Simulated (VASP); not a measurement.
A run of VASP 6.6.1 is set up as follows.

File INCAR:

```
SYSTEM = Ir
PREC = Accurate ; ENCUT = 600
EDIFF = 1E-7 ; ISMEAR = -1
SIGMA = 0.05 ; LREAL = .FALSE.
LASPH = .TRUE. ; NELM = 60
ALGO = Fast ; ISIF = 3
LWAVE = .FALSE. ; LCHARG = .FALSE.
GGA = PE ; IVDW = 13
IBRION = 2 ; NSW = 60
EDIFFG = -0.01
```

File KPOINTS:

```
regular mesh
0
G
  11 11 6
  0 0 0
```

The input POSCAR:

```
Ir
1.0
    2.7513778900      0.0000000000      0.0000000000
   -1.3756889500      2.3827631500      0.0000000000
    0.0000000000      0.0000000000      4.4622900000
Ir
2
Direct
    0.6693514700      0.3368738000      0.7482950900
    0.3306485300      0.6631262000      0.2517049100
```

Potentials or basis: VASP PAW PBE potentials, release 64 (Ir).

Command:

```console
$ cat potpaw_PBE.64/Ir/POTCAR > POTCAR
$ mpirun -np 1 vasp_std > vasp.out
```

Problem. Predict the dispersion energy per atom.

Solution. -0.919 eV.

Problem. Predict the space group after relaxing (to 0.1 Å).

Solution. P6_3/mmc (No. 194).

Problem. Estimate the relaxed volume.

Solution. 14.23 Å³/atom.

Problem. What does it give for the band gap on the k mesh?

Solution. Zero (bands 9 and 10 overlap by 3.22 eV).

Forces on the atoms (eV/Å):
```
Ir  -0.002 -0.008 -0.004
Ir   0.002  0.008  0.004
```

Caveat: spin-orbit coupling is left out, which moves the levels of the heavy elements.
